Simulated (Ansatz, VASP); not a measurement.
# One calculation of SnSe, two programs

File POSCAR:

```
SnSe
1.0
    4.4146776633      0.0000000000      0.0000000000
    0.0000000000      4.4146776633      0.0000000000
    0.0000000000      0.0000000000     11.3195444365
Sn Se
2 2
Direct
    0.5000000000      0.0000000000      0.3713940256
    0.0000000000      0.5000000000      0.6286059744
    0.5000000000      0.0000000000      0.6150878817
    0.0000000000      0.5000000000      0.3849121183
```

The input INCAR.step1:

```
PREC = Accurate
ENCUT = 520
ISMEAR = 0
SIGMA = 0.05
LREAL = F
LASPH = T
NELM = 60
NBANDS = 28
GGA = PE
ALGO = Normal
EDIFF = 1E-4
LWAVE = T
LCHARG = F
```

INCAR.step2

```
PREC = Accurate
ENCUT = 520
EDIFF = 1E-6
ISMEAR = 0
SIGMA = 0.05
LREAL = F
LASPH = T
NELM = 60
ALGO = Normal
ISIF = 2
LWAVE = F
LCHARG = F
METAGGA = R2SCAN
LMIXTAU = T
NBANDS = 28
ISTART = 1
```

Contents of KPOINTS:

```
Automatic mesh
0
Gamma
  6 6 4
```

Input for Ansatz:

```yaml
crystal:
  lattice:
    - [4.4146776633, 0.0, 0.0]
    - [0.0, 4.4146776633, 0.0]
    - [0.0, 0.0, 11.3195444365]
  atoms:
    - { symbol: Sn, position: [0.5, 0.0, 0.3713940256] }
    - { symbol: Sn, position: [0.0, 0.5, 0.6286059744] }
    - { symbol: Se, position: [0.5, 0.0, 0.6150878817] }
    - { symbol: Se, position: [0.0, 0.5, 0.3849121183] }
basis:
  ecutwfc: 500
kpoints:
  mp_grid: { grid: [6, 6, 4] }
hamiltonian:
  xc: r2scan
scf:
  occupations: { method: gaussian, width: 0.05 }
output:
  forces: true
  stress: true
  eigenvalues: true
```

Change from the starting cell: strain +0.030 along x and y, +0.030 along z, atoms carried along.

Alike in both runs: task single point; functional r2SCAN; k mesh 6 × 6 × 4; occupations gaussian, width 0.05 eV; no spin polarisation.

|  | VASP | Ansatz |
| --- | --- | --- |
| version | VASP 6.6.1 | Ansatz 0.2.0 |
| potentials or method | VASP PAW PBE potentials, release 64 (Sn_d, Se), cutoff 520 eV | scalar-relativistic, plane waves, PAW |
| valence electrons in the cell | 40 | 60 |

Ansatz gave:

```
gap on the k mesh at the Fermi level (eV) : 1.84
least direct gap on the mesh (eV)         : 1.85
rms of the force components (eV/Å)        : 0.290
```

Question: What did VASP give for the same quantities?

Answer: gap on the k mesh at the Fermi level (eV): 1.83; least direct gap on the mesh (eV): 1.85; rms of the force components (eV/Å): 0.283.

VASP's potentials were made for PBE, not for r2SCAN. Atom by atom the forces differ by 0.007 eV/Å (rms over components). VASP's potentials hold 40 valence electrons a cell and Ansatz's 60, so a difference there can come from the potentials and not from the codes.
